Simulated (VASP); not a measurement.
# HfN (WC type) (P-6m2) in VASP: notebook

The runs below take HfN (WC type) through relaxation of cell and atoms, with PBE.

Everything below comes from runs of VASP 6.6.1. Logs are shortened: lines on timing, memory, paths and dates and some standing lists are left out, and cuts for length are marked.

## (1) The cell of the first run

Symmetry: P-6m2, No. 187, hexagonal system. The conventional cell has a = 2.785 Å, b = 2.785 Å, c = 2.730 Å, α = 90.00°, β = 90.00°, γ = 120.00°. Hf (site symmetry -6m2) has 6 N at 2.11 Å and 8 Hf at 2.73 to 2.79 Å within 2.8 Å. Within 2.8 Å of N (site symmetry -6m2) lie 6 Hf at 2.11 Å and 8 N at 2.73 to 2.79 Å.

## (2) Relaxation of cell and atoms, PBE, target pressure 110 GPa, at which the enthalpy is minimised

File INCAR:

```
ALGO = Normal
EDIFF = 1E-7
EDIFFG = -0.005
ENCUT = 600
GGA = PE
IBRION = 2
ISIF = 3
ISMEAR = -1
LASPH = True
LCHARG = False
LREAL = False
LWAVE = False
NELM = 100
NSW = 60
PREC = Accurate
PSTRESS = 1100.0
SIGMA = 0.05
```

File KPOINTS:

```
k-points
0
Gamma
  16 16 14
```

File POSCAR:

```
HfN
1.0
    2.7854479845      0.0000000000      0.0000000000
   -1.3927239923      2.4122687155      0.0000000000
    0.0000000000      0.0000000000      2.7297390248
Hf N
1 1
Direct
    0.0000000000      0.0000000000      0.0000000000
    0.3333333333      0.6666666667      0.5000000000
```

Potentials or basis: VASP PAW PBE potentials, release 64 (Hf_pv, N).

Run with:

```console
$ cat potpaw_PBE.64/Hf_pv/POTCAR potpaw_PBE.64/N/POTCAR > POTCAR
$ mpirun -np 1 vasp_std > vasp.out
```

OUTCAR:

```text
EDIFF = 1E-7
   EDIFFG = -0.005
   ENCUT = 600
   GGA = PE
   IBRION = 2
   ISIF = 3
   ISMEAR = -1
   LASPH = True
   LREAL = False
   NELM = 100
   NSW = 60
   PREC = Accurate
   PSTRESS = 1100.0

 ion  position               nearest neighbor table
   1  0.000  0.000  0.000-   2 2.11   2 2.11   2 2.11   2 2.11   2 2.11   2 2.11
   2  0.333  0.667  0.500-   1 2.11   1 2.11   1 2.11   1 2.11   1 2.11   1 2.11

  LATTYP: Found a hexagonal cell.
 ALAT       =     2.7854479845
 C/A-ratio  =     0.9800000000

  Lattice vectors:

 A1 = (   2.7854479845,   0.0000000000,   0.0000000000)
 A2 = (  -1.3927239923,   2.4122687155,   0.0000000000)
 A3 = (   0.0000000000,   0.0000000000,   2.7297390248)

Analysis of symmetry for initial positions (statically):
=====================================================================
 Subroutine PRICEL returns:
 Original cell was already a primitive cell.

 Routine SETGRP: Setting up the symmetry group for a
 hexagonal supercell.

 Subroutine GETGRP returns: Found 12 space group operations
 (whereof 12 operations were pure point group operations)
 out of a pool of 24 trial point group operations.

The static configuration has the point symmetry D_3h.

Analysis of symmetry for dynamics (positions and initial velocities):
=====================================================================
 Subroutine PRICEL returns:
 Original cell was already a primitive cell.

 Routine SETGRP: Setting up the symmetry group for a
 hexagonal supercell.

 Subroutine GETGRP returns: Found 12 space group operations
 (whereof 12 operations were pure point group operations)
 out of a pool of 24 trial point group operations.

The dynamic configuration has the point symmetry D_3h.

 Subroutine INISYM returns: Found 12 space group operations
 (whereof 12 operations are pure point group operations),
 and found     1 'primitive' translations

----------------------------------------------------------------------------------------

                                     Primitive cell

  volume of cell :      18.3418

  direct lattice vectors                    reciprocal lattice vectors
     2.785447985  0.000000000  0.000000000     0.359008679  0.207273757  0.000000000
    -1.392723992  2.412268716  0.000000000     0.000000000  0.414547514  0.000000000
     0.000000000  0.000000000  2.729739025     0.000000000  0.000000000  0.366335386

  length of vectors
     2.785447985  2.785447985  2.729739025     0.414547514  0.414547514  0.366335386

  position of ions in fractional coordinates (direct lattice)
     0.000000000  0.000000000  0.000000000
     0.333333333  0.666666667  0.500000000

  ion indices of the primitive-cell ions
   primitive index   ion index
                 1           1
                 2           2

----------------------------------------------------------------------------------------

 KPOINTS: k-points

Automatic generation of k-mesh.
 Grid dimensions read from file:
 generate k-points for:   16   16   14

 Generating k-lattice:

  Cartesian coordinates                     Fractional coordinates (reciprocal lattice)
     0.022438042  0.012954610  0.000000000     0.062500000  0.000000000  0.000000000
     0.000000000  0.025909220  0.000000000     0.000000000  0.062500000  0.000000000
     0.000000000  0.000000000  0.026166813     0.000000000  0.000000000  0.071428571

  Length of vectors
     0.025909220  0.025909220  0.026166813

  Shift w.r.t. Gamma in fractional coordinates (k-lattice)
     0.000000000  0.000000000  0.000000000

 Subroutine IBZKPT returns following result:
 ===========================================

 Found    240 irreducible k-points:

 Following reciprocal coordinates:
            Coordinates               Weight
  0.000000  0.000000  0.000000      1.000000
  0.062500  0.000000  0.000000      6.000000
  0.125000  0.000000  0.000000      6.000000
  0.187500  0.000000  0.000000      6.000000
  0.250000  0.000000  0.000000      6.000000
  0.312500  0.000000  0.000000      6.000000
[... 16 lines left out ...]
  0.187500  0.187500  0.000000      6.000000
  0.250000  0.187500  0.000000     12.000000
 [... further k-points ...]
   k-points           NKPTS =    240   k-points in BZ     NKDIM =    240   number of bands    NBANDS=     11
   number of dos      NEDOS =    301   number of ions     NIONS =      2
   total plane-waves  NPLWV =  13824
   dimension x,y,z NGX =    24 NGY =   24 NGZ =   24
   dimension x,y,z NGXF=    48 NGYF=   48 NGZF=   48
   ions per type =               1   1
   NGX,Y,Z   is equivalent  to a cutoff of  14.32, 14.32, 14.62 a.u.
   NGXF,Y,Z  is equivalent  to a cutoff of  28.65, 28.65, 29.23 a.u.
 SYSTEM =  unknown system
   PREC   = accura    normal or accurate (medium, high low for compatibility)
   ISTART =      0    job   : 0-new  1-cont  2-samecut
   ICHARG =      2    charge: 1-file 2-atom 10-const
   ISPIN  =      1    spin polarized calculation?
   LNONCOLLINEAR =      F non collinear calculations
   LSORBIT =      F    spin-orbit coupling
   LASPH  =      T    aspherical Exc in radial PAW
   ENCUT  =  600.0 eV  44.10 Ry    6.64 a.u.   5.56  5.56  5.45*2*pi/ulx,y,z
   NELM   =    100;   NELMIN=  2; NELMDL= -5     # of ELM steps
   EDIFF  = 0.1E-06   stopping-criterion for ELM
   LREAL  =      F    real-space projection
   EDIFFG = -.5E-02   stopping-criterion for IOM
   NSW    =     60    number of steps for IOM
   IBRION =      2    ionic relax: 0-MD 1-quasi-New 2-CG
   NFREE  =      1    steps in history (QN), initial steepest desc. (CG)
   ISIF   =      3    stress and relaxation
   ISYM   =      2    0-nonsym 1-usesym 2-fastsym
   POTIM  = 0.5000    time-step for ionic-motion
   TEBEG  =    0.0;   TEEND  =   0.0 temperature during run
   PSTRESS= 1100.0 pullay stress
   NELECT =      15.0000    total number of electrons
   NUPDOWN=      -1.0000    fix difference up-down
   EMIN   =  10.00;   EMAX   =-10.00  energy-range for DOS
   EFERMI =   0.00;   METHOD = LEGACY
   ISMEAR =    -1;   SIGMA  =   0.05  broadening in eV -4-tet -1-fermi 0-gaus
   EFERMI_NEDOS =   21; number of points for ismear=-14 and -15
   IALGO  =     38    algorithm
   IMIX   =      4    mixing-type and parameters
     AMIX     =   0.40;   BMIX     =  1.00
     AMIX_MAG =   1.60;   BMIX_MAG =  1.00
  volume/ion in A,a.u.               =       9.17        61.89
  Fermi-wavevector in a.u.,A,eV,Ry     =   1.530939  2.893056 31.888995  2.343775
  Thomas-Fermi vector in A             =   2.638353
   LORBIT       =      0    0 simple, 1 ext, 2 COOP (PROOUT), +10 PAW based schemes
   GGA     = PE    functional components
   LHFCALC =     F    Hartree Fock is set to
   AEXX    =    0.0000 exact exchange contribution
   IVDW    =     0    specifies the selected vdW correction
   LEPSILON=     F    determine dielectric tensor
   LRPA    =     F    only Hartree local field effects (RPA)
 conjugate gradient relaxation of ions
 non-spin polarized calculation
  energy-cutoff  :      600.00
  volume of cell :       18.34
 maximum number of plane-waves:       634
 NGX is ok and might be reduce to    24
   NGX = 11   NGY = 11   NGZ = 11

--------------------------------------- Ionic step        1  -------------------------------------------

 number of electron      15.0000001 magnetization

 Free energy of the ion-electron system (eV)
  ---------------------------------------------------
  ext. energy  EPLUGINS =         0.00000000
  ---------------------------------------------------
  free energy    TOTEN  =       -19.38282866 eV

  energy without entropy =      -19.37357792  energy(sigma->0) =      -19.37820329

------------------------ aborting loop because EDIFF is reached ----------------------------------------

  FORCE on cell =-STRESS in cart. coord.  units (eV):
  Direction    XX          YY          ZZ          XY          YZ          ZX
  --------------------------------------------------------------------------------------
  -------------------------------------------------------------------------------------
  Total       13.2229092     13.2229092     11.6468632     -0.0000000      0.0000000      0.0000000
  in kB     1155.0365642   1155.0365642   1017.3671077     -0.0000000      0.0000000      0.0000000
  external PRESSURE =       9.1467454 kB  Pullay stress =    1100.0000000 kB
[... 93 lines left out ...]
  FREE ENERGIE OF THE ION-ELECTRON SYSTEM (eV)
  ---------------------------------------------------
  free  energy   TOTEN  =       -19.4340589472 eV

  energy  without entropy=      -19.4249329396  energy(sigma->0) =      -19.42949594

  enthalpy is  TOTEN    =        -6.7992071527 eV   P V=       12.6348517944

[... ionic steps 4 to 9 ...]

--------------------------------------- Ionic step       10  -------------------------------------------

 number of electron      15.0000000 magnetization

------------------------ aborting loop because EDIFF is reached ----------------------------------------

  FORCE on cell =-STRESS in cart. coord.  units (eV):
  Direction    XX          YY          ZZ          XY          YZ          ZX
  --------------------------------------------------------------------------------------
  -------------------------------------------------------------------------------------
  Total       12.6342537     12.6342537     12.6459215     -0.0000000      0.0000000      0.0000000
  in kB     1100.1521398   1100.1521398   1101.1681372     -0.0000000      0.0000000      0.0000000
  external PRESSURE =       0.4908056 kB  Pullay stress =    1100.0000000 kB
[... 61 lines left out ...]
  enthalpy is  TOTEN    =        -6.7992055058 eV   P V=       12.6352302025

--------------------------------------- Ionic step       12  -------------------------------------------

 number of electron      15.0000000 magnetization

 Free energy of the ion-electron system (eV)
  ---------------------------------------------------
  ext. energy  EPLUGINS =         0.00000000
  ---------------------------------------------------
  free energy    TOTEN  =       -19.43267170 eV

  energy without entropy =      -19.42354683  energy(sigma->0) =      -19.42810927

 E-fermi :   9.4144     XC(G=0): -13.9266

 val. band max:        9.4048897407   @ k =   0.3125   0.0000   0.2857
 cond. band min:       9.4386814103   @ k =   0.1250   0.0625   0.5000
 fundamental gap:      0.0337916696
 Fermi energy:         9.4143905710

 k-point     1 :       0.0000    0.0000    0.0000
  band No.  band energies     occupation
      1     -19.7589      2.00000
      2     -19.7589      2.00000
      3     -19.7317      2.00000
      4      -8.2740      2.00000
      5       5.2248      2.00000
      6       5.2248      2.00000
      7       6.1408      2.00000
      8       7.7760      2.00000
      9      13.7630      0.00000
     10      15.7574      0.00000
     11      15.7574      0.00000
[... 309 lines left out ...]
 k-point    24 :       0.2500    0.1875    0.0000
  band No.  band energies     occupation
      1     -21.6581      2.00000
      2     -20.5357      2.00000
      3     -19.4127      2.00000
      4      -5.4252      2.00000
      5       2.3187      2.00000
      6       5.2712      2.00000
      7       5.9509      2.00000
      8       8.7845      1.99999
      9      12.7762      0.00000
     10      14.3881      0.00000
     11      17.6616      0.00000

 [... further k-points ...]
[... 5 lines left out ...]
  --------------------------------------------------------------------------------------
  -------------------------------------------------------------------------------------
  Total       12.6327976     12.6327976     12.6332267     -0.0000000     -0.0000000      0.0000000
  in kB     1099.9419819   1099.9419819   1099.9793405     -0.0000000     -0.0000000      0.0000000
  external PRESSURE =      -0.0455653 kB  Pullay stress =    1100.0000000 kB
[... 17 lines left out ...]
  FREE ENERGIE OF THE ION-ELECTRON SYSTEM (eV)
  ---------------------------------------------------
  free  energy   TOTEN  =       -19.4326717040 eV

  energy  without entropy=      -19.4235468301  energy(sigma->0) =      -19.42810927

  enthalpy is  TOTEN    =        -6.7992077397 eV   P V=       12.6334639643

 reached required accuracy - stopping structural energy minimisation
```

Wall time 80 s (1 thread of Intel Xeon 6975P-C (Granite Rapids), shared host); peak memory 0.21 GiB.

What came out:

```
Free energy                                                : -19.4327 eV
Relaxed volume                                             : 9.20 Å³/atom
Relaxed cell                                               : a = 2.805 Å, b = 2.805 Å, c = 2.701 Å, α = 90.00°, β = 90.00°, γ = 120.00°
Space group after relaxing (to 0.1 Å)                      : P-6m2 (No. 187)
Energy change on relaxing (the run minimises the enthalpy) : -24.9 meV/atom
Ionic steps                                                : 12
Pressure after relaxing                                    : 110.0 GPa
Band gap on the k mesh                                     : zero (an odd number of electrons rules out a gap without spin polarisation)
```

Step by step:
```
step  energy change (eV)  largest force (eV/Å)  pressure (GPa)  volume (Å³)
   1              0.0000                0.0000          110.91        18.34
   2             -0.0855                0.0000          108.94        18.47
   3             -0.0512                0.0000          109.92        18.40
   4             -0.0520                0.0000          109.91        18.40
   5             -0.0432                0.0000          110.31        18.39
   6             -0.0486                0.0000          110.07        18.40
   7             -0.0488                0.0000          110.06        18.40
   8             -0.0497                0.0000          110.02        18.40
   9             -0.0490                0.0000          110.04        18.40
  10             -0.0489                0.0000          110.05        18.40
  11             -0.0516                0.0000          109.89        18.40
  12             -0.0498                0.0000          110.00        18.40
```

Final structure:
```
CELL_PARAMETERS angstrom
2.80453 0.00000 0.00000
-1.40226 2.42879 0.00000
0.00000 0.00000 2.70140
ATOMIC_POSITIONS crystal
Hf 0.00000 0.00000 0.00000
N 0.33333 0.66667 0.50000
```

Levels at points of the mesh, in eV from the Fermi level:
| k point | band 4 | band 5 | band 6 | band 7 | band 8 | band 9 | band 10 | band 11 |
| --- | --- | --- | --- | --- | --- | --- | --- | --- |
| (0.00, 0.00, 0.00) | -17.69 | -4.19 | -4.19 | -3.27 | -1.64 | 4.35 | 6.34 | 6.34 |
| (0.50, 0.00, 0.00) | -14.67 | -7.59 | -4.53 | -2.54 | -2.18 | 6.41 | 6.95 | 8.25 |
| (0.00, 0.00, 0.50) | -13.50 | -8.97 | -3.16 | -3.16 | 1.69 | 1.69 | 4.65 | 5.58 |
| (0.50, 0.00, 0.50) | -15.74 | -6.92 | -5.42 | -5.27 | 1.81 | 7.25 | 9.26 | 10.88 |

Caveat: the cell is relaxed towards a set pressure, so the run minimises the enthalpy, not the energy; spin-orbit coupling is left out, which moves the levels of the heavy elements.

[end of part 1 of 2]
